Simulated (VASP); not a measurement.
Write the native input for VASP 6.6.1 that does the following.

- Task: single point
- Functional: PBE
- Potentials or basis: VASP PAW PBE potentials, release 64 (Pt)
- Cutoff: 520 eV
- k mesh: 6 × 6 × 8
- Occupations: gaussian, width 0.1 eV
- Spin: no spin polarisation
- Dipole correction: no
- Further INCAR settings: ALGO = Normal; EDIFF = 1e-07; NBANDS = 11

The structure of Pt lies in POSCAR:

```
Pt
1.0
    2.5343449900      0.0000000000      0.0000000000
    0.0000000000      2.5343449900      0.0000000000
    0.0000000000      0.0000000000      2.3485889200
Pt
1
Direct
    0.0000000000      0.0000000000      0.0000000000
```

The cell was built from a structure type or drawn by symmetry, and may not be a known phase.

The input as run:

INCAR

```
PREC = Accurate ; ENCUT = 520
EDIFF = 1E-7 ; ISMEAR = 0
SIGMA = 0.1 ; LREAL = F
LASPH = T ; NELM = 60
ALGO = Normal ; ISIF = 2
LWAVE = F ; LCHARG = F
GGA = PE ; NBANDS = 11
```

KPOINTS

```
regular mesh
0
Gamma
  6 6 8
```

Potentials or basis: VASP PAW PBE potentials, release 64 (Pt).

Run with:

```console
$ cat potpaw_PBE.64/Pt/POTCAR > POTCAR
$ mpirun -np 1 vasp_std > vasp.out
```

Results of the run:

The pressure is 59.2 GPa. The band gap on the k mesh is zero (bands 5 and 6 overlap by 4.44 eV).

Caveat: the k points lie up to 0.41 Å⁻¹ apart, too coarse for converged energies and pressures of a metal; spin-orbit coupling is left out, which moves the levels of the heavy elements.

It took 8.1 s on 1 thread of AMD EPYC 7R13, on a shared host, peak memory 0.1 GiB.
